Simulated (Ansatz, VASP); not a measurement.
**CuMo: VASP beside Ansatz**

```
CELL_PARAMETERS angstrom
2.56424 0.00000 0.00000
0.00000 2.56424 0.00000
0.00000 0.00000 4.20150
ATOMIC_POSITIONS crystal
Cu 0.00000 0.00000 0.00000
Mo 0.50000 0.50000 0.50000
```

Change from the starting cell: species swapped into the FeNi type (P4/mmm, No. 123).

Alike in both runs: functional PBE; k mesh 6 × 6 × 4; occupations gaussian, width 0.1 eV; no spin polarisation.

Ansatz relaxed the structure, and its values are those at the end. VASP's run is a single point on that final structure, the one shown.

```csv
,VASP,Ansatz
version,VASP 6.6.1,Ansatz 0.2.0
potentials or method,"VASP PAW PBE potentials, release 64 (Cu, Mo_sv), cutoff 520 eV","scalar-relativistic, plane waves, PAW"
valence electrons in the cell,25,33
```

VASP gave:

| Property | Result |
| --- | --- |
| gap on the k mesh at the Fermi level (eV) | none |
| pressure (GPa) | 0.7 |

Which values does Ansatz return?

gap on the k mesh at the Fermi level (eV): none; pressure (GPa): -0.1.

A gap of «none» marks a metal or a gap that the smearing closes. VASP's potentials hold 25 valence electrons a cell and Ansatz's 33, so a difference there can come from the potentials and not from the codes.

The k mesh is coarse, so the values compare programs but aren't converged.
